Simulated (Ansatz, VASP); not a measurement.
**One calculation of InO, two programs**

INCAR

```
SYSTEM = InO
PREC = Accurate ; ENCUT = 520
EDIFF = 1E-6 ; ISMEAR = 0
SIGMA = 0.05 ; LREAL = .FALSE.
LASPH = .TRUE. ; NELM = 80
ALGO = Normal ; ISIF = 2
LWAVE = .FALSE. ; LCHARG = .FALSE.
GGA = PE ; IVDW = 12
NBANDS = 27
```

Contents of KPOINTS:

```
Automatic mesh
0
G
  12 12 2
  0 0 0
```

File POSCAR:

```
InO
1.0
    3.2582940281      0.0000000000      0.0000000000
   -1.6291470140      2.8217654013      0.0000000000
    0.0000000000      0.0000000000     15.8520222321
In O
2 2
Direct
    0.6666666667      0.3333333333      0.5895266171
    0.6666666667      0.3333333333      0.4104733829
    0.0000000000      0.0000000000      0.6398766429
    0.0000000000      0.0000000000      0.3601233571
```

Input for Ansatz:

```yaml
crystal:
  lattice:
    - [3.2582940281, 0.0, 0.0]
    - [-1.629147014, 2.8217654013, 0.0]
    - [0.0, 0.0, 15.8520222321]
  atoms:
    - { symbol: In, position: [0.6666666667, 0.3333333333, 0.5895266171] }
    - { symbol: In, position: [0.6666666667, 0.3333333333, 0.4104733829] }
    - { symbol: O, position: [0.0, 0.0, 0.6398766429] }
    - { symbol: O, position: [0.0, 0.0, 0.3601233571] }
basis:
  ecutwfc: 420
kpoints:
  mp_grid: { grid: [12, 12, 2] }
hamiltonian:
  xc: pbe
  dispersion: d3bj
scf:
  occupations: { method: gaussian, width: 0.05 }
output:
  forces: true
  stress: true
  eigenvalues: true
```

Change from the starting cell: strain -0.050 along x and y, +0.000 along z, atoms carried along.

Alike in both runs: task single point; functional PBE; dispersion D3(BJ); k mesh 12 × 12 × 2; occupations gaussian, width 0.05 eV; no spin polarisation.

```csv
,VASP,Ansatz
version,VASP 6.6.1,Ansatz 0.2.0
potentials or method,"VASP PAW PBE potentials, release 64 (In_d, O), cutoff 520 eV","scalar-relativistic, plane waves, PAW"
valence electrons in the cell,38,38
```

```tsv
	VASP	Ansatz	Ansatz less VASP
gap on the k mesh at the Fermi level (eV)	0.35	0.36	+0.004
least direct gap on the mesh (eV)	1.58	1.59	+0.012
rms of the force components (eV/Å)	0.730	0.704	-0.0262
```

Atom by atom the forces differ by 0.026 eV/Å (rms over components).
